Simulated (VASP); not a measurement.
Runs of VASP 6.6.1 on Rb. The structure is that of space group Im-3m (No. 229), or close to it. The cells are those of the table. 

```tsv
cell	gap on the mesh (eV)	pressure (GPa)
a = 4.949 Å, angles 109.5°, 1 atom	none	(a)
a = 4.704 Å, angles 109.5°, 1 atom	none	0.3
a = 4.755 Å, angles 109.5°, 1 atom	none	0.1
a = 4.805 Å, angles 109.5°, 1 atom	none	0.0
a = 4.652 Å, angles 109.5°, 1 atom	none	(b)
```

Alike in all rows: task single point; level PBEsol; potentials or basis VASP PAW PBE potentials, release 64 (Rb_sv); no spin polarisation; k mesh 10 × 10 × 10; cutoff (eV) 520; smearing gaussian 0.1 eV.

Task: Estimate the missing entries.

Result: (a) -0.2; (b) 0.4.

Caveats: the PAW data sets were made with another functional, which shifts forces and pressure a little.

A k mesh can miss the band edges, and the runs leave out spin-orbit coupling on Rb.

A gap of «none» marks levels without a gap at the run's occupations.
